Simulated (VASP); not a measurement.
Set up this calculation in VASP 6.6.1, as the native input.

- Task: relaxation of cell and atoms
- Functional: PBEsol
- Potentials or basis: VASP PAW PBE potentials, release 64 (Ga_d)
- Cutoff: 600 eV
- k mesh: 10 × 10 × 8
- Occupations: fermi-dirac, width 0.05 eV
- Spin: no spin polarisation
- Target pressure: 30 GPa
- Dipole correction: no
- Further INCAR settings: ALGO = Fast; EDIFF = 1e-07; IBRION = 2; EDIFFG = -0.01; NSW = 60; ISIF = 3

The structure of Ga lies in POSCAR:

```
Ga
1.0
    1.3830000000     -4.0265000000      0.0000000000
    1.3830000000      4.0265000000      0.0000000000
   -0.1174474948      0.0000000000      3.3299294416
Ga
2
Direct
    0.1310000000      0.8690000000      0.7500000000
    0.8690000000      0.1310000000      0.2500000000
```

The input as run:

INCAR

```
PREC = Accurate
ENCUT = 600
EDIFF = 1E-7
ISMEAR = -1
SIGMA = 0.05
LREAL = F
LASPH = T
NELM = 100
ALGO = Fast
ISIF = 3
LWAVE = F
LCHARG = F
GGA = PS
IBRION = 2
NSW = 60
EDIFFG = -0.01
PSTRESS = 300.0
```

KPOINTS

```
regular mesh
0
Gamma
  10 10 8
```

Potentials or basis: VASP PAW PBE potentials, release 64 (Ga_d).

Run with:

```bash
$ cat potpaw_PBE.64/Ga_d/POTCAR > POTCAR
$ mpirun -np 1 vasp_std > vasp.out
```

It gave:

```json
{
 "Relaxed volume": "13.83 Å³/atom",
 "Relaxed cell": "a = 3.990 Å, b = 3.990 Å, c = 2.866 Å, α = 90.02°, β = 90.02°, γ = 142.71°",
 "Space group after relaxing (to 0.1 Å)": "Cmcm (No. 63)",
 "Energy change on relaxing (the run minimises the enthalpy)": "+286.0 meV/atom",
 "Ionic steps": "23",
 "Pressure after relaxing": "30.0 GPa",
 "Band gap on the k mesh": "zero (bands 13 and 14 overlap by 11.70 eV)"
}
```

Caveat: the cell is relaxed towards a set pressure, so the run minimises the enthalpy, not the energy; the volume moved by over 15 % at a fixed basis, so the end points are rough; the PAW data sets were made with another functional, which shifts forces and pressure a little.

Wall time 43 min on 1 thread of Intel(R) Xeon(R) 6975P-C (Granite Rapids) (shared host), peak memory 0.36 GiB.
